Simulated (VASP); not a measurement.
# Al (Pm-3m) in VASP: a series of runs

Runs on Al. Level: PBE. Tasks: single point.

All numbers are computed with VASP 6.6.1; they aren't measurements. Logs are shortened: lines on timing, memory, paths and dates and some standing lists are left out, and cuts for length are marked.

## Step 1: The cell of the first run

The structure is cubic, space group Pm-3m (No. 221). Conventional cell: a = 2.599 Å, b = 2.599 Å, c = 2.599 Å, α = 90.00°, β = 90.00°, γ = 90.00°. Al (site symmetry m-3m) has 6 Al at 2.60 Å within 3.4 Å.

## Step 2: Single point, PBE

Input file INCAR:

```
SYSTEM = Al
PREC = Accurate ; ENCUT = 520
EDIFF = 1E-6 ; ISMEAR = -1
SIGMA = 0.05 ; LREAL = .False.
LASPH = .True. ; NELM = 100
ALGO = Normal ; ISIF = 2
LWAVE = .False. ; LCHARG = .False.
GGA = PE ; NBANDS = 8
```

Input file KPOINTS:

```
Automatic mesh
0
Gamma
  8 8 8
  0 0 0
```

Input file POSCAR:

```
Al
1.0
    2.5988305400      0.0000000000      0.0000000000
    0.0000000000      2.5988305400      0.0000000000
    0.0000000000      0.0000000000      2.5988305400
Al
1
Direct
    0.0000000000      0.0000000000      0.0000000000
```

Potentials or basis: VASP PAW PBE potentials, release 64 (Al).

Launch:

```
> cat potpaw_PBE.64/Al/POTCAR > POTCAR
> mpirun -np 1 vasp_std > vasp.out
```

OUTCAR:

```text
SYSTEM = Al
   PREC = Accurate
   ENCUT = 520
   EDIFF = 1E-6
   ISMEAR = -1
   LREAL = .False.
   LASPH = .True.
   NELM = 100
   ISIF = 2
   GGA = PE

 ion  position               nearest neighbor table
   1  0.000  0.000  0.000-

  LATTYP: Found a simple cubic cell.
 ALAT       =     2.5988305400

  Lattice vectors:

 A1 = (   2.5988305400,   0.0000000000,   0.0000000000)
 A2 = (   0.0000000000,   2.5988305400,   0.0000000000)
 A3 = (   0.0000000000,   0.0000000000,   2.5988305400)

Analysis of symmetry for initial positions (statically):
=====================================================================
 Subroutine PRICEL returns:
 Original cell was already a primitive cell.

 Routine SETGRP: Setting up the symmetry group for a
 simple cubic supercell.

 Subroutine GETGRP returns: Found 48 space group operations
 (whereof 48 operations were pure point group operations)
 out of a pool of 48 trial point group operations.

The static configuration has the point symmetry O_h .

Analysis of symmetry for dynamics (positions and initial velocities):
=====================================================================
 Subroutine PRICEL returns:
 Original cell was already a primitive cell.

 Routine SETGRP: Setting up the symmetry group for a
 simple cubic supercell.

 Subroutine GETGRP returns: Found 48 space group operations
 (whereof 48 operations were pure point group operations)
 out of a pool of 48 trial point group operations.

The dynamic configuration has the point symmetry O_h .

 Subroutine INISYM returns: Found 48 space group operations
 (whereof 48 operations are pure point group operations),
 and found     1 'primitive' translations

----------------------------------------------------------------------------------------

                                     Primitive cell

  volume of cell :      17.5523

  direct lattice vectors                    reciprocal lattice vectors
     2.598830540  0.000000000  0.000000000     0.384788460  0.000000000  0.000000000
     0.000000000  2.598830540  0.000000000     0.000000000  0.384788460  0.000000000
     0.000000000  0.000000000  2.598830540     0.000000000  0.000000000  0.384788460

  length of vectors
     2.598830540  2.598830540  2.598830540     0.384788460  0.384788460  0.384788460

  position of ions in fractional coordinates (direct lattice)
     0.000000000  0.000000000  0.000000000

  ion indices of the primitive-cell ions
   primitive index   ion index
                 1           1

----------------------------------------------------------------------------------------

 KPOINTS: Automatic mesh

Automatic generation of k-mesh.
 Grid dimensions read from file:
 generate k-points for:    8    8    8

 Generating k-lattice:

  Cartesian coordinates                     Fractional coordinates (reciprocal lattice)
     0.048098557  0.000000000  0.000000000     0.125000000  0.000000000  0.000000000
     0.000000000  0.048098557  0.000000000     0.000000000  0.125000000  0.000000000
     0.000000000  0.000000000  0.048098557     0.000000000  0.000000000  0.125000000

  Length of vectors
     0.048098557  0.048098557  0.048098557

  Shift w.r.t. Gamma in fractional coordinates (k-lattice)
     0.000000000  0.000000000  0.000000000

 Subroutine IBZKPT returns following result:
 ===========================================

 Found     35 irreducible k-points:

 Following reciprocal coordinates:
            Coordinates               Weight
  0.000000  0.000000  0.000000      1.000000
  0.125000  0.000000  0.000000      6.000000
  0.250000  0.000000  0.000000      6.000000
  0.375000  0.000000  0.000000      6.000000
  0.500000  0.000000  0.000000      3.000000
  0.125000  0.125000  0.000000     12.000000
[... 16 lines left out ...]
  0.375000  0.375000  0.125000     24.000000
  0.500000  0.375000  0.125000     24.000000
 [... further k-points ...]
   k-points           NKPTS =     35   k-points in BZ     NKDIM =     35   number of bands    NBANDS=      8
   number of dos      NEDOS =    301   number of ions     NIONS =      1
   total plane-waves  NPLWV =   8000
   dimension x,y,z NGX =    20 NGY =   20 NGZ =   20
   dimension x,y,z NGXF=    40 NGYF=   40 NGZF=   40
   ions per type =               1
   NGX,Y,Z   is equivalent  to a cutoff of  12.79, 12.79, 12.79 a.u.
   NGXF,Y,Z  is equivalent  to a cutoff of  25.59, 25.59, 25.59 a.u.
 SYSTEM =  Al
   PREC   = accura    normal or accurate (medium, high low for compatibility)
   ISTART =      0    job   : 0-new  1-cont  2-samecut
   ICHARG =      2    charge: 1-file 2-atom 10-const
   ISPIN  =      1    spin polarized calculation?
   LNONCOLLINEAR =      F non collinear calculations
   LSORBIT =      F    spin-orbit coupling
   LASPH  =      T    aspherical Exc in radial PAW
   ENCUT  =  520.0 eV  38.22 Ry    6.18 a.u.   4.83  4.83  4.83*2*pi/ulx,y,z
   NELM   =    100;   NELMIN=  2; NELMDL= -5     # of ELM steps
   EDIFF  = 0.1E-05   stopping-criterion for ELM
   LREAL  =      F    real-space projection
   EDIFFG = 0.1E-04   stopping-criterion for IOM
   NSW    =      0    number of steps for IOM
   IBRION =     -1    ionic relax: 0-MD 1-quasi-New 2-CG
   NFREE  =      0    steps in history (QN), initial steepest desc. (CG)
   ISIF   =      2    stress and relaxation
   ISYM   =      2    0-nonsym 1-usesym 2-fastsym
   POTIM  = 0.5000    time-step for ionic-motion
   TEBEG  =    0.0;   TEEND  =   0.0 temperature during run
   PSTRESS=    0.0 pullay stress
   NELECT =       3.0000    total number of electrons
   NUPDOWN=      -1.0000    fix difference up-down
   EMIN   =  10.00;   EMAX   =-10.00  energy-range for DOS
   EFERMI =   0.00;   METHOD = LEGACY
   ISMEAR =    -1;   SIGMA  =   0.05  broadening in eV -4-tet -1-fermi 0-gaus
   EFERMI_NEDOS =   21; number of points for ismear=-14 and -15
   IALGO  =     38    algorithm
   IMIX   =      4    mixing-type and parameters
     AMIX     =   0.40;   BMIX     =  1.00
     AMIX_MAG =   1.60;   BMIX_MAG =  1.00
  volume/ion in A,a.u.               =      17.55       118.45
  Fermi-wavevector in a.u.,A,eV,Ry     =   0.908526  1.716865 11.230510  0.825419
  Thomas-Fermi vector in A             =   2.032462
   LORBIT       =      0    0 simple, 1 ext, 2 COOP (PROOUT), +10 PAW based schemes
   GGA     = PE    functional components
[... 5 lines left out ...]
 non-spin polarized calculation
  energy-cutoff  :      520.00
  volume of cell :       17.55
 maximum number of plane-waves:       483
 NGX is ok and might be reduce to    20
   NGX =  9   NGY =  9   NGZ =  9

 number of electron       3.0000000 magnetization

 Free energy of the ion-electron system (eV)
  ---------------------------------------------------
  ext. energy  EPLUGINS =         0.00000000
  ---------------------------------------------------
  free energy    TOTEN  =        -3.32635660 eV

  energy without entropy =       -3.32447640  energy(sigma->0) =       -3.32541650

 E-fermi :   7.0140     XC(G=0):  -9.9166

 val. band max:        6.9287906695   @ k =   0.3750   0.3750   0.0000
 cond. band min:       7.1708132915   @ k =   0.5000   0.5000   0.0000
 fundamental gap:      0.2420226220
 Fermi energy:         7.0140276306

 k-point     1 :       0.0000    0.0000    0.0000
  band No.  band energies     occupation
      1      -3.4578      2.00000
      2      15.2600      0.00000
      3      15.2600      0.00000
      4      17.1303      0.00000
      5      17.1303      0.00000
      6      17.1303      0.00000
      7      24.0971      0.00000
      8      32.9056      0.00000

 k-point     2 :       0.1250    0.0000    0.0000
  band No.  band energies     occupation
      1      -3.1183      2.00000
      2      12.0597      0.00000
      3      15.5447      0.00000
      4      17.4106      0.00000
      5      17.4106      0.00000
      6      19.6624      0.00000
      7      25.4956      0.00000
      8      30.7041      0.00000

 k-point     3 :       0.2500    0.0000    0.0000
  band No.  band energies     occupation
      1      -2.1063      2.00000
      2       8.2371      0.00000
      3      16.3529      0.00000
      4      18.2519      0.00000
      5      18.2519      0.00000
      6      21.7757      0.00000
      7      27.3148      0.00000
      8      27.3148      0.00000

 k-point     4 :       0.3750    0.0000    0.0000
  band No.  band energies     occupation
      1      -0.4452      2.00000
      2       4.8197      2.00000
      3      17.4616      0.00000
      4      19.6496      0.00000
      5      19.6496      0.00000
      6      23.5586      0.00000
      7      24.2549      0.00000
      8      24.2549      0.00000

 k-point     5 :       0.5000    0.0000    0.0000
  band No.  band energies     occupation
      1       1.5033      2.00000
      2       2.2781      2.00000
      3      18.1084      0.00000
      4      21.2730      0.00000
      5      21.2730      0.00000
      6      22.0658      0.00000
      7      22.0658      0.00000
      8      24.6413      0.00000
[... 177 lines left out ...]
 k-point    22 :       0.5000    0.2500    0.1250
  band No.  band energies     occupation
      1       3.1717      2.00000
      2       3.8335      2.00000
      3      12.8090      0.00000
      4      14.5376      0.00000
      5      19.2384      0.00000
      6      19.5608      0.00000
      7      27.6186      0.00000
      8      27.8434      0.00000

 k-point    23 :       0.3750    0.3750    0.1250
  band No.  band energies     occupation
      1       2.8329      2.00000
      2       7.2301      0.02620
      3       8.8369      0.00000
      4      13.2431      0.00000
      5      18.7323      0.00000
      6      22.4021      0.00000
      7      24.6653      0.00000
      8      28.2315      0.00000

 k-point    24 :       0.5000    0.3750    0.1250
  band No.  band energies     occupation
      1       4.7906      2.00000
      2       5.3194      2.00000
      3       9.8092      0.00000
      4      11.1006      0.00000
      5      20.3957      0.00000
      6      20.8737      0.00000
      7      24.9547      0.00000
      8      27.8445      0.00000

 [... further k-points ...]
[... 5 lines left out ...]
  --------------------------------------------------------------------------------------
  -------------------------------------------------------------------------------------
  Total        1.0919748      1.0919748      1.0919748     -0.0000000      0.0000000     -0.0000000
  in kB       99.6757048     99.6757048     99.6757048     -0.0000000      0.0000000     -0.0000000
  external PRESSURE =      99.6757048 kB  Pullay stress =       0.0000000 kB

 VOLUME and BASIS-vectors are now :
 -----------------------------------------------------------------------------
  energy-cutoff  :      520.00
  volume of cell :       17.55
      direct lattice vectors                 reciprocal lattice vectors
     2.598830540  0.000000000  0.000000000     0.384788460  0.000000000  0.000000000
     0.000000000  2.598830540  0.000000000     0.000000000  0.384788460  0.000000000
     0.000000000  0.000000000  2.598830540     0.000000000  0.000000000  0.384788460

 POSITION                                       TOTAL-FORCE (eV/Angst)
 -----------------------------------------------------------------------------------
      0.00000      0.00000      0.00000         0.000000      0.000000      0.000000
 -----------------------------------------------------------------------------------
    total drift:                               -0.000000      0.000000      0.000000

  FREE ENERGIE OF THE ION-ELECTRON SYSTEM (eV)
  ---------------------------------------------------
  free  energy   TOTEN  =        -3.3263566004 eV

  energy  without entropy=       -3.3244764034  energy(sigma->0) =       -3.32541650
```

Wall time 4.9 s (1 thread of Intel Xeon 8259CL, shared host); peak memory 0.12 GiB.

Results:

```
Free energy : -3.3264 eV
Pressure    : 10.0 GPa
```

Levels at points of the mesh, in eV from the Fermi level:
```csv
k point,band 1,band 2,band 3,band 4
"(0.00, 0.00, 0.00)",-10.47,8.25,8.25,10.12
"(0.50, 0.00, 0.00)",-5.51,-4.74,11.09,14.26
"(0.50, 0.50, 0.00)",-0.69,-0.69,0.16,1.81
"(0.50, 0.50, 0.50)",3.24,3.24,3.24,5.55
```

## Step 3: Single point, PBE

This run uses another cell than the first one, of 16.12 Å³/atom, 0.918 times its volume.

Input file INCAR:

```
SYSTEM = Al
PREC = Accurate
ENCUT = 520
EDIFF = 1E-6
ISMEAR = -1
SIGMA = 0.05
LREAL = .FALSE.
LASPH = .TRUE.
NELM = 60
ALGO = Normal
ISIF = 2
LWAVE = .FALSE.
LCHARG = .TRUE.
GGA = PE
LELF = .TRUE.
LVHAR = .TRUE.
NBANDS = 8
```

Input file KPOINTS:

```
regular mesh
0
G
  8 8 8
  0 0 0
```

Input file POSCAR:

```
Al
1.0
    2.5261021820      0.0000000000      0.0000000000
    0.0000000000      2.5261021820      0.0000000000
    0.0000000000      0.0000000000      2.5261021820
Al
1
Direct
    0.0000000000      0.0000000000      0.0000000000
```

Potentials or basis: VASP PAW PBE potentials, release 64 (Al).

Launch:

```
> cat potpaw_PBE.64/Al/POTCAR > POTCAR
> mpirun -np 1 vasp_std > vasp.out
```

Run time: 4.5 s. Hardware: 1 thread of Intel Xeon 8259CL, shared host; peak memory 0.12 GiB.

It converged, with:

| Property | Result |
| --- | --- |
| Free energy | -3.1953 eV |
| Pressure | 20.0 GPa |

Levels at points of the mesh, in eV from the Fermi level:
| k point | band 1 | band 2 | band 3 | band 4 | band 5 |
| --- | --- | --- | --- | --- | --- |
| (0.00, 0.00, 0.00) | -11.03 | 8.45 | 8.45 | 10.83 | 10.83 |
| (0.50, 0.00, 0.00) | -5.66 | -5.11 | 11.50 | 15.40 | 15.40 |
| (0.50, 0.50, 0.00) | -0.73 | -0.73 | 0.51 | 1.58 | 18.75 |
| (0.50, 0.50, 0.50) | 3.57 | 3.57 | 3.57 | 5.56 | 5.56 |
